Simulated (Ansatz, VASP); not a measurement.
NaF in VASP and in Ansatz

```xyz
2
Lattice="0.0000 2.3898 2.3898 2.3898 0.0000 2.3898 2.3898 2.3898 0.0000" Properties=species:S:1:pos:R:3 pbc="T T T"
Na    0.0000    0.0000    0.0000
F     2.3898    2.3898    2.3898
```

Alike in both runs: task single point; functional PBEsol; k mesh 8 × 8 × 8; occupations gaussian, width 0.02 eV; no spin polarisation.

```csv
,VASP,Ansatz
version,VASP 6.6.1,Ansatz 0.2.0
potentials or method,"VASP PAW PBE potentials, release 64 (Na_pv, F), cutoff 520 eV","scalar-relativistic, plane waves, PAW"
valence electrons in the cell,14,16
```

|  | VASP | Ansatz | Ansatz less VASP |
| --- | --- | --- | --- |
| gap on the k mesh at the Fermi level (eV) | 5.71 | 5.73 | +0.019 |
| least direct gap on the mesh (eV) | 5.71 | 5.73 | +0.019 |
| pressure (GPa) | -3.9 | -3.7 | +0.13 |

VASP's potentials were made for PBE, not for PBEsol. VASP's potentials hold 14 valence electrons a cell and Ansatz's 16, so a difference there can come from the potentials and not from the codes.
